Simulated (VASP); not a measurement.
# TiNi3C (Pm-3m) in VASP: further runs

The runs below take TiNi3C through single point, relaxation of cell and atoms, with PBE.

Everything below comes from runs of VASP 6.6.1. Logs are shortened: lines on timing, memory, paths and dates and some standing lists are left out, and cuts for length are marked.

## Step 1: The cell of the first run

The structure is cubic, space group Pm-3m (No. 221). Conventional cell: a = 3.816 Å, b = 3.816 Å, c = 3.816 Å, α = 90.00°, β = 90.00°, γ = 90.00°. Within 3.6 Å of Ti (site symmetry m-3m) lie 12 Ni at 2.70 Å and 8 C at 3.30 Å. Within 2.5 Å of Ni (site symmetry 4/mmm) lie 2 C at 1.91 Å. C (site symmetry m-3m) has 6 Ni at 1.91 Å within 2.5 Å.

## Step 2: Single point, PBE

Contents of INCAR:

```
ALGO = Normal
EDIFF = 1E-6
ENCUT = 520
GGA = PE
ISIF = 2
ISMEAR = 0
LASPH = T
LCHARG = F
LREAL = F
LWAVE = F
NBANDS = 31
NELM = 80
PREC = Accurate
SIGMA = 0.1
```

Contents of KPOINTS:

```
k-points
0
Gamma
  10 10 10
```

Contents of POSCAR:

```
TiNi3C
1.0
    3.8158776975      0.0000000000      0.0000000000
    0.0000000000      3.8158776975      0.0000000000
    0.0000000000      0.0000000000      3.8158776975
Ti Ni C
1 3 1
Direct
    0.0000000000      0.0000000000      0.0000000000
    0.0000000000      0.5000000000      0.5000000000
    0.5000000000      0.0000000000      0.5000000000
    0.5000000000      0.5000000000      0.0000000000
    0.5000000000      0.5000000000      0.5000000000
```

Potentials or basis: VASP PAW PBE potentials, release 64 (Ti_sv, Ni, C).

On the command line:

```
> cat potpaw_PBE.64/Ti_sv/POTCAR potpaw_PBE.64/Ni/POTCAR potpaw_PBE.64/C/POTCAR > POTCAR
> mpirun -np 1 vasp_std > vasp.out
```

OUTCAR:

```text
EDIFF = 1E-6
   ENCUT = 520
   GGA = PE
   ISIF = 2
   ISMEAR = 0
   LASPH = T
   LREAL = F
   NELM = 80
   PREC = Accurate

 ion  position               nearest neighbor table
   1  0.000  0.000  0.000-   2 2.70   3 2.70   4 2.70   2 2.70   3 2.70   2 2.70   4 2.70   2 2.70
                             3 2.70   4 2.70   3 2.70   4 2.70
   2  0.000  0.500  0.500-   5 1.91   5 1.91   4 2.70   1 2.70   1 2.70   4 2.70   1 2.70   3 2.70
                             1 2.70   3 2.70   4 2.70   3 2.70   4 2.70   3 2.70
   3  0.500  0.000  0.500-   5 1.91   5 1.91   4 2.70   1 2.70   1 2.70   4 2.70   2 2.70   4 2.70
                             2 2.70   4 2.70   1 2.70   2 2.70   1 2.70   2 2.70
   4  0.500  0.500  0.000-   5 1.91   5 1.91   3 2.70   1 2.70   2 2.70   3 2.70   2 2.70   1 2.70
                             3 2.70   3 2.70   1 2.70   2 2.70   2 2.70   1 2.70
   5  0.500  0.500  0.500-   2 1.91   3 1.91   4 1.91   4 1.91   3 1.91   2 1.91

  LATTYP: Found a simple cubic cell.
 ALAT       =     3.8158776975

  Lattice vectors:

 A1 = (   3.8158776975,   0.0000000000,   0.0000000000)
 A2 = (   0.0000000000,   3.8158776975,   0.0000000000)
 A3 = (   0.0000000000,   0.0000000000,   3.8158776975)

Analysis of symmetry for initial positions (statically):
=====================================================================
 Subroutine PRICEL returns:
 Original cell was already a primitive cell.

 Routine SETGRP: Setting up the symmetry group for a
 simple cubic supercell.

 Subroutine GETGRP returns: Found 48 space group operations
 (whereof 48 operations were pure point group operations)
 out of a pool of 48 trial point group operations.

The static configuration has the point symmetry O_h .

Analysis of symmetry for dynamics (positions and initial velocities):
=====================================================================
 Subroutine PRICEL returns:
 Original cell was already a primitive cell.

 Routine SETGRP: Setting up the symmetry group for a
 simple cubic supercell.

 Subroutine GETGRP returns: Found 48 space group operations
 (whereof 48 operations were pure point group operations)
 out of a pool of 48 trial point group operations.

The dynamic configuration has the point symmetry O_h .

 Subroutine INISYM returns: Found 48 space group operations
 (whereof 48 operations are pure point group operations),
 and found     1 'primitive' translations

----------------------------------------------------------------------------------------

                                     Primitive cell

  volume of cell :      55.5627

  direct lattice vectors                    reciprocal lattice vectors
     3.815877697  0.000000000  0.000000000     0.262062906  0.000000000  0.000000000
     0.000000000  3.815877697  0.000000000     0.000000000  0.262062906  0.000000000
     0.000000000  0.000000000  3.815877697     0.000000000  0.000000000  0.262062906

  length of vectors
     3.815877697  3.815877697  3.815877697     0.262062906  0.262062906  0.262062906

  position of ions in fractional coordinates (direct lattice)
     0.000000000  0.000000000  0.000000000
     0.000000000  0.500000000  0.500000000
     0.500000000  0.000000000  0.500000000
     0.500000000  0.500000000  0.000000000
     0.500000000  0.500000000  0.500000000

  ion indices of the primitive-cell ions
   primitive index   ion index
                 1           1
                 2           2
                 3           3
                 4           4
                 5           5

----------------------------------------------------------------------------------------

 KPOINTS: k-points

Automatic generation of k-mesh.
 Grid dimensions read from file:
 generate k-points for:   10   10   10

 Generating k-lattice:

  Cartesian coordinates                     Fractional coordinates (reciprocal lattice)
     0.026206291  0.000000000  0.000000000     0.100000000  0.000000000  0.000000000
     0.000000000  0.026206291  0.000000000     0.000000000  0.100000000  0.000000000
     0.000000000  0.000000000  0.026206291     0.000000000  0.000000000  0.100000000

  Length of vectors
     0.026206291  0.026206291  0.026206291

  Shift w.r.t. Gamma in fractional coordinates (k-lattice)
     0.000000000  0.000000000  0.000000000

 Subroutine IBZKPT returns following result:
 ===========================================

 Found     56 irreducible k-points:

 Following reciprocal coordinates:
            Coordinates               Weight
  0.000000  0.000000  0.000000      1.000000
  0.100000  0.000000  0.000000      6.000000
  0.200000  0.000000  0.000000      6.000000
  0.300000  0.000000  0.000000      6.000000
  0.400000  0.000000  0.000000      6.000000
  0.500000  0.000000  0.000000      3.000000
[... 16 lines left out ...]
  0.200000  0.100000  0.100000     24.000000
  0.300000  0.100000  0.100000     24.000000
 [... further k-points ...]
   k-points           NKPTS =     56   k-points in BZ     NKDIM =     56   number of bands    NBANDS=     31
   number of dos      NEDOS =    301   number of ions     NIONS =      5
   total plane-waves  NPLWV =  21952
   dimension x,y,z NGX =    28 NGY =   28 NGZ =   28
   dimension x,y,z NGXF=    56 NGYF=   56 NGZF=   56
   ions per type =               1   3   1
   NGX,Y,Z   is equivalent  to a cutoff of  12.20, 12.20, 12.20 a.u.
   NGXF,Y,Z  is equivalent  to a cutoff of  24.40, 24.40, 24.40 a.u.
 SYSTEM =  unknown system
   PREC   = accura    normal or accurate (medium, high low for compatibility)
   ISTART =      0    job   : 0-new  1-cont  2-samecut
   ICHARG =      2    charge: 1-file 2-atom 10-const
   ISPIN  =      1    spin polarized calculation?
   LNONCOLLINEAR =      F non collinear calculations
   LSORBIT =      F    spin-orbit coupling
   LASPH  =      T    aspherical Exc in radial PAW
   ENCUT  =  520.0 eV  38.22 Ry    6.18 a.u.   7.10  7.10  7.10*2*pi/ulx,y,z
   NELM   =     80;   NELMIN=  2; NELMDL= -5     # of ELM steps
   EDIFF  = 0.1E-05   stopping-criterion for ELM
   LREAL  =      F    real-space projection
   EDIFFG = 0.1E-04   stopping-criterion for IOM
   NSW    =      0    number of steps for IOM
   IBRION =     -1    ionic relax: 0-MD 1-quasi-New 2-CG
   NFREE  =      0    steps in history (QN), initial steepest desc. (CG)
   ISIF   =      2    stress and relaxation
   ISYM   =      2    0-nonsym 1-usesym 2-fastsym
   POTIM  = 0.5000    time-step for ionic-motion
   TEBEG  =    0.0;   TEEND  =   0.0 temperature during run
   PSTRESS=    0.0 pullay stress
   NELECT =      46.0000    total number of electrons
   NUPDOWN=      -1.0000    fix difference up-down
   EMIN   =  10.00;   EMAX   =-10.00  energy-range for DOS
   EFERMI =   0.00;   METHOD = LEGACY
   ISMEAR =     0;   SIGMA  =   0.10  broadening in eV -4-tet -1-fermi 0-gaus
   EFERMI_NEDOS =   21; number of points for ismear=-14 and -15
   IALGO  =     38    algorithm
   IMIX   =      4    mixing-type and parameters
     AMIX     =   0.40;   BMIX     =  1.00
     AMIX_MAG =   1.60;   BMIX_MAG =  1.00
  volume/ion in A,a.u.               =      11.11        74.99
  Fermi-wavevector in a.u.,A,eV,Ry     =   1.537209  2.904904 32.150735  2.363012
  Thomas-Fermi vector in A             =   2.643750
   LORBIT       =      0    0 simple, 1 ext, 2 COOP (PROOUT), +10 PAW based schemes
   GGA     = PE    functional components
   LHFCALC =     F    Hartree Fock is set to
   AEXX    =    0.0000 exact exchange contribution
   IVDW    =     0    specifies the selected vdW correction
   LEPSILON=     F    determine dielectric tensor
   LRPA    =     F    only Hartree local field effects (RPA)
 non-spin polarized calculation
 Gauss-broadening in eV      SIGMA  =   0.10
  energy-cutoff  :      520.00
  volume of cell :       55.56
 maximum number of plane-waves:      1516
   NGX = 15   NGY = 15   NGZ = 15

 number of electron      46.0000085 magnetization

 Free energy of the ion-electron system (eV)
  ---------------------------------------------------
  ext. energy  EPLUGINS =         0.00000000
  ---------------------------------------------------
  free energy    TOTEN  =       -33.71033919 eV

  energy without entropy =      -33.68357554  energy(sigma->0) =      -33.69695736

 E-fermi :   9.5068     XC(G=0): -12.7261

 val. band max:        9.5060916262   @ k =   0.3000   0.3000   0.1000
 cond. band min:       9.5365299003   @ k =   0.5000   0.4000   0.4000
 fundamental gap:      0.0304382741
 Fermi energy:         9.5068382755

 k-point     1 :       0.0000    0.0000    0.0000
  band No.  band energies     occupation
      1     -48.4072      2.00000
      2     -24.6180      2.00000
      3     -24.6180      2.00000
      4     -24.6180      2.00000
      5      -4.0970      2.00000
      6       3.4182      2.00000
[... 23 lines left out ...]
     30      15.7087      0.00000
     31      15.7087      0.00000

 k-point     2 :       0.1000    0.0000    0.0000
  band No.  band energies     occupation
      1     -48.4070      2.00000
      2     -24.6205      2.00000
      3     -24.6180      2.00000
      4     -24.6180      2.00000
      5      -4.0341      2.00000
      6       3.4519      2.00000
[... 23 lines left out ...]
     30      15.1742      0.00000
     31      15.7836      0.00000

 k-point     3 :       0.2000    0.0000    0.0000
  band No.  band energies     occupation
      1     -48.4067      2.00000
      2     -24.6268      2.00000
      3     -24.6179      2.00000
      4     -24.6179      2.00000
      5      -3.8594      2.00000
      6       3.4303      2.00000
[... 23 lines left out ...]
     30      14.4479      0.00000
     31      15.9085      0.00000

 k-point     4 :       0.3000    0.0000    0.0000
  band No.  band energies     occupation
      1     -48.4063      2.00000
      2     -24.6346      2.00000
      3     -24.6179      2.00000
      4     -24.6179      2.00000
      5      -3.6182      2.00000
      6       3.0316      2.00000
[... 635 lines left out ...]
     30      15.2793      0.00000
     31      15.2793      0.00000

 k-point    23 :       0.2000    0.1000    0.1000
  band No.  band energies     occupation
      1     -48.4065      2.00000
      2     -24.6266      2.00000
      3     -24.6204      2.00000
      4     -24.6199      2.00000
      5      -3.7370      2.00000
      6       3.5283      2.00000
[... 23 lines left out ...]
     30      14.5716      0.00000
     31      15.3139      0.00000

 k-point    24 :       0.3000    0.1000    0.1000
  band No.  band energies     occupation
      1     -48.4061      2.00000
      2     -24.6342      2.00000
      3     -24.6203      2.00000
      4     -24.6197      2.00000
      5      -3.4986      2.00000
      6       3.1063      2.00000
[... 23 lines left out ...]
     30      13.9688      0.00000
     31      15.2323      0.00000

 [... further k-points ...]

------------------------ aborting loop because EDIFF is reached ----------------------------------------

  FORCE on cell =-STRESS in cart. coord.  units (eV):
  Direction    XX          YY          ZZ          XY          YZ          ZX
  --------------------------------------------------------------------------------------
  -------------------------------------------------------------------------------------
  Total        0.0408141      0.0408141      0.0408141     -0.0000000      0.0000000     -0.0000000
  in kB        1.1768938      1.1768938      1.1768938     -0.0000000      0.0000000     -0.0000000
  external PRESSURE =       1.1768938 kB  Pullay stress =       0.0000000 kB

 VOLUME and BASIS-vectors are now :
 -----------------------------------------------------------------------------
  energy-cutoff  :      520.00
  volume of cell :       55.56
      direct lattice vectors                 reciprocal lattice vectors
     3.815877697  0.000000000  0.000000000     0.262062906  0.000000000  0.000000000
     0.000000000  3.815877697  0.000000000     0.000000000  0.262062906  0.000000000
     0.000000000  0.000000000  3.815877697     0.000000000  0.000000000  0.262062906

 POSITION                                       TOTAL-FORCE (eV/Angst)
 -----------------------------------------------------------------------------------
      0.00000      0.00000      0.00000         0.000000      0.000000      0.000000
      0.00000      1.90794      1.90794         0.000000      0.000000      0.000000
      1.90794      0.00000      1.90794         0.000000      0.000000      0.000000
      1.90794      1.90794      0.00000         0.000000      0.000000      0.000000
      1.90794      1.90794      1.90794         0.000000      0.000000      0.000000
 -----------------------------------------------------------------------------------
    total drift:                                0.000000      0.000000      0.000000

  FREE ENERGIE OF THE ION-ELECTRON SYSTEM (eV)
  ---------------------------------------------------
  free  energy   TOTEN  =       -33.7103391856 eV

  energy  without entropy=      -33.6835755414  energy(sigma->0) =      -33.69695736
```

Wall time 1.8 min (1 thread of Intel Xeon 8259CL, shared host); peak memory 0.22 GiB.

Results:

| Item | Value |
| --- | --- |
| Free energy | -33.7103 eV |
| Pressure | 0.1 GPa |
| Band gap on the k mesh | zero (bands 23 and 24 overlap by 0.21 eV) |

## Step 3: Relaxation of cell and atoms, PBE

Contents of INCAR:

```
SYSTEM = TiNi3C
ALGO = Normal
EDIFF = 1E-7
EDIFFG = -0.01
ENCUT = 600
GGA = PE
IBRION = 2
ISIF = 3
ISMEAR = 0
LASPH = .True.
LCHARG = .False.
LREAL = .False.
LWAVE = .False.
NELM = 80
NSW = 100
PREC = Accurate
SIGMA = 0.1
```

Contents of KPOINTS:

```
k-points
0
Gamma
  10 10 10
  0 0 0
```

POSCAR, as its differences from that of step 2:

```diff
@@ -2,5 +2,5 @@
 1.0
-    3.8158776975      0.0000000000      0.0000000000
-    0.0000000000      3.8158776975      0.0000000000
-    0.0000000000      0.0000000000      3.8158776975
+    3.8138548874      0.0000000000      0.0000000000
+    0.0000000000      3.8138548874      0.0000000000
+    0.0000000000      0.0000000000      3.8138548874
 Ti Ni C
```

Potentials or basis: VASP PAW PBE potentials, release 64 (Ti_sv, Ni, C).

On the command line:

```
> cat potpaw_PBE.64/Ti_sv/POTCAR potpaw_PBE.64/Ni/POTCAR potpaw_PBE.64/C/POTCAR > POTCAR
> mpirun -np 1 vasp_std > vasp.out
```

Run time: 4.5 min. Hardware: 1 thread of Intel Xeon 8259CL, shared host; peak memory 0.25 GiB.

It converged, with:

* Free energy: -33.7105 eV
* Relaxed volume: 11.11 Å³/atom
* Relaxed cell: a = 3.816 Å, b = 3.816 Å, c = 3.816 Å, α = 90.00°, β = 90.00°, γ = 90.00°
* Space group after relaxing (to 0.1 Å): Pm-3m (No. 221)
* Energy gained by relaxing: 0.0 meV/atom
* Ionic steps: 3
* Pressure after relaxing: 0.0 GPa
* Band gap on the k mesh: zero (bands 23 and 24 overlap by 0.21 eV)

Final structure:
```
Ti Ni C
1.0
     3.81582    0.00000    0.00000
     0.00000    3.81582    0.00000
     0.00000    0.00000    3.81582
Ti Ni C
1 3 1
Direct
  0.00000 0.00000 0.00000
  0.00000 0.50000 0.50000
  0.50000 0.00000 0.50000
  0.50000 0.50000 0.00000
  0.50000 0.50000 0.50000
```

Levels at points of the mesh, in eV from the Fermi level:
| k point | band 21 | band 22 | band 23 | band 24 | band 25 | band 26 |
| --- | --- | --- | --- | --- | --- | --- |
| (0.00, 0.00, 0.00) | -0.97 | -0.97 | -0.90 | 0.68 | 0.68 | 1.57 |
| (0.50, 0.00, 0.00) | -0.97 | -0.39 | -0.39 | 0.39 | 0.74 | 0.74 |
| (0.50, 0.50, 0.00) | -1.49 | -0.34 | -0.34 | 0.26 | 0.26 | 0.76 |
| (0.50, 0.50, 0.50) | -0.60 | -0.60 | -0.60 | -0.08 | -0.08 | -0.08 |

Spin polarisation is off, so any magnetic state and its effect on volume and gap are missing.
